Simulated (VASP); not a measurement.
A run of VASP 6.6.1 is set up as follows.

File POSCAR:

```
TaN
1.0
    0.0000000000      2.2404226923      2.2404226923
    2.2404226923      0.0000000000      2.2404226923
    2.2404226923      2.2404226923      0.0000000000
Ta N
1 1
Direct
    0.5000000000      0.5000000000      0.5000000000
    0.0000000000      0.0000000000      0.0000000000
```

Contents of INCAR.step1:

```
SYSTEM = TaN
PREC = Accurate ; ENCUT = 520
EDIFF = 1E-5 ; ISMEAR = -1
SIGMA = 0.05 ; LREAL = .False.
LASPH = .True. ; NELM = 80
ALGO = Normal ; ISIF = 2
LWAVE = .True. ; LCHARG = .False.
GGA = PE ; NBANDS = 15
```

Contents of INCAR.step2:

```
SYSTEM = TaN
PREC = Accurate ; ENCUT = 520
EDIFF = 1E-6 ; ISMEAR = -1
SIGMA = 0.05 ; LREAL = .False.
LASPH = .True. ; NELM = 80
ALGO = Normal ; ISIF = 2
LWAVE = .False. ; LCHARG = .False.
GGA = PE ; LHFCALC = .True.
HFSCREEN = 0.2079 ; PRECFOCK = Normal
ISTART = 1 ; NBANDS = 15
```

Contents of KPOINTS:

```
regular mesh
0
Gamma
  6 6 6
  0 0 0
```

Potentials or basis: VASP PAW PBE potentials, release 64 (Ta_pv, N).

Run with:

```bash
$ cat potpaw_PBE.64/Ta_pv/POTCAR potpaw_PBE.64/N/POTCAR > POTCAR
$ cp INCAR.step1 INCAR
$ mpirun -np 1 vasp_std > vasp.out
$ cp INCAR.step2 INCAR
$ mpirun -np 1 vasp_std > vasp.out
```

(1) Estimate the band gap on the k mesh.

(2) Predict the pressure.

## Answers

(1) zero (bands 8 and 9 overlap by 4.32 eV).

(2) -21.3 GPa.

Caveat: the k points lie up to 0.40 Å⁻¹ apart, too coarse for converged energies and pressures of a metal; the PAW data sets were made with another functional, which shifts forces and pressure a little; spin-orbit coupling is left out, which moves the levels of the heavy elements.
